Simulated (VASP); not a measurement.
A run of VASP 6.6.1 is set up as follows.

POSCAR

```
V
1.0
   -1.4921359662      1.4921359662      1.4921359662
    1.4921359662     -1.4921359662      1.4921359662
    1.4921359662      1.4921359662     -1.4921359662
V
1
Direct
    0.0000000000      0.0000000000      0.0000000000
```

The input INCAR.step1:

```
PREC     = Accurate       # precision mode
ENCUT    = 600            # plane-wave cutoff, eV
ISMEAR   = -1             # smearing method
SIGMA    = 0.15           # smearing width, eV
LREAL    = F              # projectors in reciprocal space
LASPH    = T              # aspherical terms in the spheres
NELM     = 60             # most SCF steps
GGA      = PE             # functional
ALGO     = Normal         # electronic algorithm
EDIFF    = 1E-4           # SCF threshold, eV
LWAVE    = T              # write WAVECAR
LCHARG   = F              # write CHGCAR
```

The input INCAR.step2:

```
PREC     = Accurate       # precision mode
ENCUT    = 600            # plane-wave cutoff, eV
EDIFF    = 1E-6           # SCF threshold, eV
ISMEAR   = -1             # smearing method
SIGMA    = 0.15           # smearing width, eV
LREAL    = F              # projectors in reciprocal space
LASPH    = T              # aspherical terms in the spheres
NELM     = 60             # most SCF steps
ALGO     = Normal         # electronic algorithm
ISIF     = 3              # what is computed and relaxed
LWAVE    = F              # write WAVECAR
LCHARG   = F              # write CHGCAR
METAGGA  = R2SCAN         # meta-GGA
LMIXTAU  = T            
IBRION   = 2              # ionic algorithm
NSW      = 80             # ionic steps
EDIFFG   = -0.001         # ionic threshold
ISTART   = 1
```

The input KPOINTS:

```
regular mesh
0
Gamma
  26 26 26
```

Potentials or basis: VASP PAW PBE potentials, release 64 (V_sv).

Run with:

```bash
$ cat potpaw_PBE.64/V_sv/POTCAR > POTCAR
$ cp INCAR.step1 INCAR
$ mpirun -np 1 vasp_std > vasp.out
$ cp INCAR.step2 INCAR
$ mpirun -np 1 vasp_std > vasp.out
```

Question: Estimate the relaxed volume.

Answer: 13.36 Å³/atom.

Question: What does it give for the relaxed cell?

Answer: a = 2.589 Å, b = 2.589 Å, c = 2.589 Å, α = 109.47°, β = 109.47°, γ = 109.47°.

Question: Estimate the band gap on the k mesh.

Answer: Zero (an odd number of electrons rules out a gap without spin polarisation).

Step by step:
| step | energy change (eV) | largest force (eV/Å) | pressure (GPa) | volume (Å³) |
| --- | --- | --- | --- | --- |
| 1 | 0.0000 | 0.0000 | 0.97 | 13.29 |
| 2 | 0.0001 | 0.0000 | -1.27 | 13.44 |
| 3 | -0.0002 | 0.0000 | -0.06 | 13.36 |
| 4 | -0.0002 | 0.0000 | 0.07 | 13.35 |
| 5 | -0.0002 | 0.0000 | 0.00 | 13.36 |

Caveat: the PAW data sets were made with another functional, which shifts forces and pressure a little. Zero-point motion and thermal expansion aren't in these numbers.
